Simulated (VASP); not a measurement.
# B10Pt (P6/mmm) in VASP: a series of runs, part 2 of 2

VASP 6.6.1.

## (3) Single point, PBE

This run uses another cell than the first one, of 10.59 Å³/atom.

INCAR

```
SYSTEM = B10Pt
  ALGO = Normal
  EDIFF = 1E-6
  ENCUT = 520
  GGA = PE
  ISIF = 2
  ISMEAR = 0
  LASPH = .TRUE.
  LCHARG = .TRUE.
  LELF = .TRUE.
  LREAL = .FALSE.
  LVHAR = .TRUE.
  LWAVE = .FALSE.
  NBANDS = 31
  NELM = 60
  PREC = Accurate
  SIGMA = 0.1
```

KPOINTS

```
k-points
0
G
  6 6 4
  0 0 0
```

POSCAR

```
B10Pt
1.0
    5.5957020349      0.0000000000      0.0000000000
   -2.7978510175      4.8460201142      0.0000000000
    0.0000000000      0.0000000000      4.2952976773
B Pt
10 1
Direct
    0.7775037674      0.2224962326      0.0000000000
    0.7775037674      0.5550075349      0.0000000000
    0.4449924651      0.2224962326      0.0000000000
    0.2224962326      0.7775037674      0.0000000000
    0.2224962326      0.4449924651      0.0000000000
    0.5550075349      0.7775037674      0.0000000000
    0.3333333333      0.6666666667      0.6822038966
    0.3333333333      0.6666666667      0.3177961034
    0.6666666667      0.3333333333      0.3177961034
    0.6666666667      0.3333333333      0.6822038966
    0.0000000000      0.0000000000      0.0000000000
```

Potentials or basis: VASP PAW PBE potentials, release 64 (B, Pt).

Command:

```
$ cat potpaw_PBE.64/B/POTCAR potpaw_PBE.64/Pt/POTCAR > POTCAR
$ mpirun -np 1 vasp_std > vasp.out
```

OUTCAR:

```text
SYSTEM = B10Pt
   EDIFF = 1E-6
   ENCUT = 520
   GGA = PE
   ISIF = 2
   ISMEAR = 0
   LASPH = .TRUE.
   LREAL = .FALSE.
   NELM = 60
   PREC = Accurate

 ion  position               nearest neighbor table
   1  0.778  0.222  0.000-   9 1.74  10 1.74   2 1.86   3 1.86   6 2.16   5 2.16  11 2.16
   2  0.778  0.555  0.000-   9 1.74  10 1.74   3 1.86   1 1.86   6 2.16  11 2.16   4 2.16
   3  0.445  0.222  0.000-   9 1.74  10 1.74   2 1.86   1 1.86   5 2.16  11 2.16   4 2.16
   4  0.222  0.778  0.000-   7 1.74   8 1.74   5 1.86   6 1.86   3 2.16   2 2.16  11 2.16
   5  0.222  0.445  0.000-   7 1.74   8 1.74   6 1.86   4 1.86   3 2.16  11 2.16   1 2.16
   6  0.555  0.778  0.000-   7 1.74   8 1.74   5 1.86   4 1.86   2 2.16  11 2.16   1 2.16
   7  0.333  0.667  0.682-   8 1.57   4 1.74   5 1.74   6 1.74
   8  0.333  0.667  0.318-   7 1.57   4 1.74   5 1.74   6 1.74
   9  0.667  0.333  0.318-  10 1.57   1 1.74   2 1.74   3 1.74
  10  0.667  0.333  0.682-   9 1.57   1 1.74   2 1.74   3 1.74
  11  0.000  0.000  0.000-   2 2.16   5 2.16   3 2.16   6 2.16   1 2.16   4 2.16

  LATTYP: Found a hexagonal cell.
 ALAT       =     5.5957020349
[... 210 lines left out ...]
      5      -4.0714      2.00000
      6      -3.3452      2.00000
[... 703 lines left out ...]
     30      11.2525      0.00000
     31      11.6453      0.00000

------------------------ aborting loop because EDIFF is reached ----------------------------------------

  FORCE on cell =-STRESS in cart. coord.  units (eV):
  Direction    XX          YY          ZZ          XY          YZ          ZX
  --------------------------------------------------------------------------------------
  -------------------------------------------------------------------------------------
  Total        0.0103015      0.0103015      0.1448443     -0.0000000     -0.0000000      0.0000000
  in kB        0.1417024      0.1417024      1.9924105     -0.0000000     -0.0000000      0.0000000
  external PRESSURE =       0.7586051 kB  Pullay stress =       0.0000000 kB

 VOLUME and BASIS-vectors are now :
 -----------------------------------------------------------------------------
  energy-cutoff  :      520.00
  volume of cell :      116.48
      direct lattice vectors                 reciprocal lattice vectors
     5.595702035  0.000000000  0.000000000     0.178708586  0.103177450  0.000000000
    -2.797851018  4.846020114  0.000000000     0.000000000  0.206354901  0.000000000
     0.000000000  0.000000000  4.295297677     0.000000000  0.000000000  0.232812735

 POSITION                                       TOTAL-FORCE (eV/Angst)
 -----------------------------------------------------------------------------------
      3.72817      1.07822      0.00000         0.013593     -0.007848      0.000000
      2.79785      2.68958      0.00000        -0.000000      0.015695      0.000000
      1.86753      1.07822      0.00000        -0.013593     -0.007848      0.000000
     -0.93032      3.76780      0.00000        -0.013593      0.007848      0.000000
      0.00000      2.15644      0.00000         0.000000     -0.015695      0.000000
      0.93032      3.76780      0.00000         0.013593      0.007848      0.000000
     -0.00000      3.23068      2.93027         0.000000     -0.000000     -0.009385
     -0.00000      3.23068      1.36503         0.000000     -0.000000      0.009385
      2.79785      1.61534      1.36503         0.000000      0.000000      0.009385
      2.79785      1.61534      2.93027         0.000000      0.000000     -0.009385
      0.00000      0.00000      0.00000         0.000000     -0.000000      0.000000
 -----------------------------------------------------------------------------------
    total drift:                               -0.000000      0.000000     -0.000000

  FREE ENERGIE OF THE ION-ELECTRON SYSTEM (eV)
  ---------------------------------------------------
  free  energy   TOTEN  =       -65.7142541019 eV

  energy  without entropy=      -65.6988793942  energy(sigma->0) =      -65.70656675
```

stdout:

```text
POSCAR found type information on POSCAR B Pt
 POSCAR found :  2 types and      11 ions
 scaLAPACK will be used
 LDA part: xc-table for (Slater+PW92), standard interpolation
 POSCAR, INCAR and KPOINTS ok, starting setup
 FFT: planning ... GRIDC
 FFT: planning ... GRID_SOFT
 FFT: planning ... GRID
 WAVECAR not read
 entering main loop
```

Run time: 69 s. Hardware: 1 thread of AMD EPYC 9R14 (Zen 4), shared host; peak memory 0.22 GiB.

What came out:

| Item | Value |
| --- | --- |
| Free energy | -65.7143 eV |
| Pressure | 0.1 GPa |
| Largest force | 0.016 eV/Å |
| Band gap on the k mesh | zero (bands 20 and 21 overlap by 1.44 eV) |

Forces in eV/Å, atoms in the order of the input:
```
B    0.014 -0.008  0.000
B    0.000  0.016  0.000
B   -0.014 -0.008  0.000
B   -0.014  0.008  0.000
B    0.000 -0.016  0.000
B    0.014  0.008  0.000
B    0.000  0.000 -0.009
B    0.000  0.000  0.009
B    0.000  0.000  0.009
B    0.000  0.000 -0.009
Pt   0.000  0.000  0.000
```

Stress tensor (GPa, compression positive):
```
0.01 0.00 0.00
0.00 0.01 0.00
0.00 0.00 0.20
```

Levels at points of the mesh, in eV from the Fermi level:
```
           k point  band 17  band 18  band 19  band 20  band 21  band 22  band 23  band 24
(0.00, 0.00, 0.00)    -0.20    -0.20     0.00     0.00     1.54     1.54     2.43     2.43
(0.50, 0.00, 0.00)    -1.42    -0.95    -0.75     0.46     1.53     1.63     1.94     2.26
(0.00, 0.00, 0.50)    -1.48    -1.11    -0.09    -0.09     0.61     0.61     3.06     3.76
(0.50, 0.00, 0.50)    -1.22    -0.95    -0.46    -0.46    -0.40    -0.26     3.68     4.16
```

Caveat: the k points lie up to 0.37 Å⁻¹ apart, too coarse for converged energies and pressures of a metal; spin-orbit coupling is left out, which moves the levels of the heavy elements.

## (4) Relaxation of cell and atoms, PBE

INCAR

```
SYSTEM = B10Pt
PREC     = Accurate       ! precision mode
ENCUT    = 600            ! plane-wave cutoff, eV
EDIFF    = 1E-7           ! SCF threshold, eV
ISMEAR   = 0              ! smearing method
SIGMA    = 0.1            ! smearing width, eV
LREAL    = .False.        ! projectors in reciprocal space
LASPH    = .True.         ! aspherical terms in the spheres
NELM     = 100            ! most SCF steps
ALGO     = Normal         ! electronic algorithm
ISIF     = 3              ! what is computed and relaxed
LWAVE    = .False.        ! write WAVECAR
LCHARG   = .False.        ! write CHGCAR
GGA      = PE             ! functional
IBRION   = 2              ! ionic algorithm
NSW      = 90             ! ionic steps
EDIFFG   = -0.04          ! ionic threshold
```

KPOINTS

```
regular mesh
0
Gamma
  6 6 4
  0 0 0
```

POSCAR

```
B10Pt
1.0
    4.9009149600      0.0000000000      0.0000000000
   -2.4504574800      4.2443168600      0.0000000000
    0.0000000000      0.0000000000      4.2032885100
B Pt
10 1
Direct
    0.8100892800      0.1899107200      0.0000000000
    0.8100892800      0.6201785500      0.0000000000
    0.3798214500      0.1899107200      0.0000000000
    0.1899107200      0.8100892800      0.0000000000
    0.1899107200      0.3798214500      0.0000000000
    0.6201785500      0.8100892800      0.0000000000
    0.3333333300      0.6666666700      0.6473112500
    0.3333333300      0.6666666700      0.3526887500
    0.6666666700      0.3333333300      0.3526887500
    0.6666666700      0.3333333300      0.6473112500
    0.0000000000      0.0000000000      0.0000000000
```

Potentials or basis: VASP PAW PBE potentials, release 64 (B, Pt).

Command:

```
$ cat potpaw_PBE.64/B/POTCAR potpaw_PBE.64/Pt/POTCAR > POTCAR
$ mpirun -np 1 vasp_std > vasp.out
```

OUTCAR:

```text
SYSTEM = B10Pt
   PREC = Accurate
   ENCUT = 600
   EDIFF = 1E-7
   ISMEAR = 0
   LREAL = .False.
   LASPH = .True.
   NELM = 100
   ISIF = 3
   GGA = PE
   IBRION = 2
   NSW = 90
   EDIFFG = -0.04

 ion  position               nearest neighbor table
   1  0.810  0.190  0.000-  11 1.61   5 1.61   6 1.61  10 1.92   9 1.92   3 2.11   2 2.11
   2  0.810  0.620  0.000-   4 1.61  11 1.61   6 1.61  10 1.92   9 1.92   3 2.11   1 2.11
   3  0.380  0.190  0.000-   4 1.61  11 1.61   5 1.61  10 1.92   9 1.92   1 2.11   2 2.11
   4  0.190  0.810  0.000-  11 1.61   2 1.61   3 1.61   8 1.92   7 1.92   6 2.11   5 2.11
   5  0.190  0.380  0.000-   1 1.61  11 1.61   3 1.61   8 1.92   7 1.92   6 2.11   4 2.11
   6  0.620  0.810  0.000-   1 1.61  11 1.61   2 1.61   8 1.92   7 1.92   4 2.11   5 2.11
   7  0.333  0.667  0.647-   8 1.24   6 1.92   4 1.92   5 1.92
   8  0.333  0.667  0.353-   7 1.24   6 1.92   4 1.92   5 1.92
   9  0.667  0.333  0.353-  10 1.24   3 1.92   1 1.92   2 1.92
  10  0.667  0.333  0.647-   9 1.24   3 1.92   1 1.92   2 1.92
  11  0.000  0.000  0.000-   1 1.61   4 1.61   3 1.61   6 1.61   5 1.61   2 1.61

  LATTYP: Found a hexagonal cell.
[... 209 lines left out ...]
  external PRESSURE =    1601.4093079 kB  Pullay stress =       0.0000000 kB
[... 1351 lines left out ...]
     25       2.4072      0.00000
     26       4.8811      0.00000

[... ionic steps 4 to 16 ...]

--------------------------------------- Ionic step       17  -------------------------------------------

 number of electron      40.0000000 magnetization

------------------------ aborting loop because EDIFF is reached ----------------------------------------
[... 85 lines left out ...]
--------------------------------------- Ionic step       19  -------------------------------------------

 number of electron      40.0000000 magnetization

 Free energy of the ion-electron system (eV)
  ---------------------------------------------------
  ext. energy  EPLUGINS =         0.00000000
  ---------------------------------------------------
  free energy    TOTEN  =       -65.70521107 eV

  energy without entropy =      -65.68975187  energy(sigma->0) =      -65.69748147

 E-fermi :   3.3205     XC(G=0): -10.3067

 val. band max:        3.3128831663   @ k =   0.0000   0.0000   0.0000
 cond. band min:       3.3317919024   @ k =   0.1667  -0.0000   0.5000
 fundamental gap:      0.0189087361
 Fermi energy:         3.3204807298
[... 645 lines left out ...]
  FREE ENERGIE OF THE ION-ELECTRON SYSTEM (eV)
  ---------------------------------------------------
  free  energy   TOTEN  =       -65.7052110717 eV

  energy  without entropy=      -65.6897518734  energy(sigma->0) =      -65.69748147

 reached required accuracy - stopping structural energy minimisation
```

OSZICAR:

```text
N       E                     dE             d eps       ncg     rms          rms(c)
DAV:   1     0.217033227080E+03    0.21703E+03   -0.21585E+04  1100   0.159E+03
DAV:   2    -0.322753424755E+02   -0.24931E+03   -0.24318E+03  1344   0.314E+02
[... 210 lines left out ...]
  18 F= -.65705046E+02 E0= -.65697190E+02  d E =-.674208E-03
       N       E                     dE             d eps       ncg     rms          rms(c)
DAV:   1    -0.657052306424E+02   -0.18509E-03   -0.61470E-03  1204   0.491E-01    0.305E-02
DAV:   2    -0.657052153844E+02    0.15258E-04   -0.10426E-04  1284   0.784E-02    0.143E-02
DAV:   3    -0.657052117454E+02    0.36391E-05   -0.11212E-05  1246   0.253E-02    0.815E-03
DAV:   4    -0.657052109789E+02    0.76644E-06   -0.52651E-06  1158   0.134E-02    0.259E-03
DAV:   5    -0.657052110717E+02   -0.92801E-07   -0.66023E-07  1128   0.441E-03
  19 F= -.65705211E+02 E0= -.65697481E+02  d E =-.839745E-03
```

CONTCAR:

```text
B10Pt
   1.00000000000000
     5.5934784918062155    0.0000000000000000    0.0000000000000000
    -2.7967392459031077    4.8440944735071900   -0.0000000000000000
    -0.0000000000000000   -0.0000000000000000    4.2984471689765300
  B               Pt
    10     1
Direct
     0.7774514250142123    0.2225485750417289    0.0000000000000000
     0.7774514249582711    0.5549028399165412    0.0000000000000000
     0.4450971600275172    0.2225485750417290    0.0000000000000000
     0.2225485749857875    0.7774514249582710    0.0000000000000000
     0.2225485750417290    0.4450971600834587    0.0000000000000000
     0.5549028399724825    0.7774514249582710    0.0000000000000000
     0.3333333300000021    0.6666666699999979    0.6822680540471738
     0.3333333300000021    0.6666666699999979    0.3177319459528261
     0.6666666699999979    0.3333333300000021    0.3177319459528261
     0.6666666699999979    0.3333333300000021    0.6822680540471738
     0.0000000000000000    0.0000000000000000    0.0000000000000000

  0.00000000E+00  0.00000000E+00  0.00000000E+00
  0.00000000E+00  0.00000000E+00  0.00000000E+00
  0.00000000E+00  0.00000000E+00  0.00000000E+00
  0.00000000E+00  0.00000000E+00  0.00000000E+00
  0.00000000E+00  0.00000000E+00  0.00000000E+00
  0.00000000E+00  0.00000000E+00  0.00000000E+00
  0.00000000E+00  0.00000000E+00  0.00000000E+00
  0.00000000E+00  0.00000000E+00  0.00000000E+00
  0.00000000E+00  0.00000000E+00  0.00000000E+00
  0.00000000E+00  0.00000000E+00  0.00000000E+00
  0.00000000E+00  0.00000000E+00  0.00000000E+00
```

Wall time 11 min (1 thread of AMD EPYC 9R14 (Zen 4), shared host); peak memory 0.23 GiB.

Results:

```yaml
Free_energy: -65.7052 eV
Relaxed_volume: 10.59 Å³/atom
Relaxed_cell: a = 5.593 Å, b = 5.593 Å, c = 4.298 Å, α = 90.00°, β = 90.00°, γ = 120.00°
Space_group_after_relaxing_to_0.1_Å: P6/mmm (No. 191)
Pressure_after_relaxing: 0.1 GPa
Largest_force_after_relaxing: 0.038 eV/Å
Band_gap_on_the_k_mesh: zero (bands 20 and 21 overlap by 1.43 eV)
```

Forces in eV/Å, atoms in the order of the input:
```
B    0.026 -0.015  0.000
B    0.000  0.030  0.000
B   -0.026 -0.015  0.000
B   -0.026  0.015  0.000
B    0.000 -0.030  0.000
B    0.026  0.015  0.000
B    0.000  0.000 -0.038
B    0.000  0.000  0.038
B    0.000  0.000  0.038
B    0.000  0.000 -0.038
Pt   0.000  0.000  0.000
```

Final structure:
```yaml
crystal:
  lattice:
    - [5.59348, 0.00000, 0.00000]
    - [-2.79674, 4.84409, 0.00000]
    - [0.00000, 0.00000, 4.29845]
  atoms:
    - { symbol: B, position: [0.77745, 0.22255, 0.00000] }
    - { symbol: B, position: [0.77745, 0.55490, 0.00000] }
    - { symbol: B, position: [0.44510, 0.22255, 0.00000] }
    - { symbol: B, position: [0.22255, 0.77745, 0.00000] }
    - { symbol: B, position: [0.22255, 0.44510, 0.00000] }
    - { symbol: B, position: [0.55490, 0.77745, 0.00000] }
    - { symbol: B, position: [0.33333, 0.66667, 0.68227] }
    - { symbol: B, position: [0.33333, 0.66667, 0.31773] }
    - { symbol: B, position: [0.66667, 0.33333, 0.31773] }
    - { symbol: B, position: [0.66667, 0.33333, 0.68227] }
    - { symbol: Pt, position: [0.00000, 0.00000, 0.00000] }
```

Caveat: the k points lie up to 0.37 Å⁻¹ apart in the final cell, too coarse for converged energies and pressures of a metal; the volume moved by over 15 % at a fixed basis, so the end points are rough; spin-orbit coupling is left out, which moves the levels of the heavy elements.

## (5) Single point, PBE

This run uses another cell than the first one, of 10.59 Å³/atom.

INCAR

```
  PREC = Accurate
  ENCUT = 520
  EDIFF = 1E-6
  ISMEAR = 0
  SIGMA = 0.1
  LREAL = F
  LASPH = T
  NELM = 80
  ALGO = Normal
  ISIF = 2
  LWAVE = F
  LCHARG = F
  GGA = PE
  NBANDS = 31
```

KPOINTS

```
Automatic mesh
0
Gamma
  12 12 10
```

POSCAR

```
B10Pt
1.0
    5.5913479246      0.0000000000      0.0000000000
   -2.7956739623      4.8422493441      0.0000000000
    0.0000000000      0.0000000000      4.3031731755
B Pt
10 1
Direct
    0.7775766977      0.2224233023      0.0000000000
    0.7775766977      0.5551533954      0.0000000000
    0.4448466046      0.2224233023      0.0000000000
    0.2224233023      0.7775766977      0.0000000000
    0.2224233023      0.4448466046      0.0000000000
    0.5551533954      0.7775766977      0.0000000000
    0.3333333333      0.6666666667      0.6825034859
    0.3333333333      0.6666666667      0.3174965141
    0.6666666667      0.3333333333      0.3174965141
    0.6666666667      0.3333333333      0.6825034859
    0.0000000000      0.0000000000      0.0000000000
```

Command:

```
$ cat potpaw_PBE.64/B/POTCAR potpaw_PBE.64/Pt/POTCAR > POTCAR
$ mpirun -np 1 vasp_std > vasp.out
```

Wall time 5.3 min (1 thread of AMD EPYC 9R14 (Zen 4), shared host); peak memory 0.43 GiB.

Results (log left out):

```
Free energy            : -65.6770 eV
Pressure               : 0.0 GPa
Largest force          : 0.015 eV/Å
Band gap on the k mesh : zero (bands 20 and 21 overlap by 1.43 eV)
```

Forces in eV/Å, atoms in the order of the input:
```
B    0.013 -0.007  0.000
B    0.000  0.014  0.000
B   -0.013 -0.007  0.000
B   -0.013  0.007  0.000
B    0.000 -0.014  0.000
B    0.013  0.007  0.000
B    0.000  0.000 -0.015
B    0.000  0.000  0.015
B    0.000  0.000  0.015
B    0.000  0.000 -0.015
Pt   0.000  0.000  0.000
```

Stress tensor (GPa, compression positive):
```
-0.08  0.00  0.00
 0.00 -0.08  0.00
 0.00  0.00  0.05
```

Levels at points of the mesh, in eV from the Fermi level:
```csv
k point,band 18,band 19,band 20,band 21,band 22,band 23
"(0.00, 0.00, 0.00)",-0.20,-0.03,-0.03,1.52,1.52,2.40
"(0.50, 0.00, 0.00)",-0.95,-0.78,0.43,1.51,1.60,1.91
"(0.00, 0.00, 0.50)",-1.14,-0.10,-0.10,0.61,0.61,3.05
"(0.50, 0.00, 0.50)",-0.98,-0.47,-0.47,-0.41,-0.26,3.67
```

Caveat: spin-orbit coupling is left out, which moves the levels of the heavy elements.

## (6) The runs side by side

```tsv
task	cell	k mesh	cutoff (eV)	gap on the mesh (eV)	pressure (GPa)	largest force (eV/Å)
single point	a = 4.901, b = 4.901, c = 4.203 Å, angles 90.0, 90.0, 120.0°, 11 atoms, atomic positions A	6 × 6 × 4	520	none	160.2	24.03
single point	a = 5.596, b = 5.596, c = 4.295 Å, angles 90.0, 90.0, 120.0°, 11 atoms, atomic positions B	6 × 6 × 4	520	none	0.1	0.02
relaxation of cell and atoms	relaxed from a = 4.901, b = 4.901, c = 4.203 Å, angles 90.0, 90.0, 120.0°, 11 atoms, atomic positions A	6 × 6 × 4	600	none	0.1	0.04
single point	a = 5.591, b = 5.591, c = 4.303 Å, angles 90.0, 90.0, 120.0°, 11 atoms, atomic positions B	12 × 12 × 10	520	none	0.0	0.01
```

Alike in all rows: level PBE; potentials or basis VASP PAW PBE potentials, release 64 (B, Pt); no spin polarisation; smearing gaussian 0.1 eV.

Caveats: some runs use coarse meshes; spin-orbit coupling is left out, which moves the levels of the heavy elements; forces of over 1 eV/Å act on the atoms, so gaps and moduli don't describe the material at rest (at least some runs); the volume moved by over 15 % at a fixed basis, so the end points are rough (at least some runs).

Absolute energies hang on the potentials; compare differences alone.
